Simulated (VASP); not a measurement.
Here is a VASP 6.6.1 calculation.

INCAR

```
PREC = Accurate ; ENCUT = 520
EDIFF = 1E-7 ; ISMEAR = -1
SIGMA = 0.05 ; LREAL = F
LASPH = T ; NELM = 60
ALGO = Normal ; ISIF = 2
LWAVE = F ; LCHARG = F
GGA = CA ; NBANDS = 14
```

KPOINTS

```
Automatic mesh
0
Gamma
  12 12 12
```

File POSCAR:

```
PIr
1.0
    0.0000000000      2.2397927807      2.2397927807
    2.2397927807      0.0000000000      2.2397927807
    2.2397927807      2.2397927807      0.0000000000
Ir P
1 1
Direct
    0.0000000000      0.0000000000      0.0000000000
    0.2500000000      0.2500000000      0.2500000000
```

Potentials or basis: VASP PAW LDA potentials, release 64 (Ir, P).

Command:

```console
$ cat potpaw_LDA.64/Ir/POTCAR potpaw_LDA.64/P/POTCAR > POTCAR
$ mpirun -np 1 vasp_std > vasp.out
```

**Question.** What does it give for the pressure?

**Answer.** 224.8 GPa.

**Question.** Estimate the band gap on the k mesh.

**Answer.** Zero (band 7 reaches 19.72 eV, above the bottom of band 8 at 12.99 eV).

Caveat: spin-orbit coupling is left out, which moves the levels of the heavy elements.
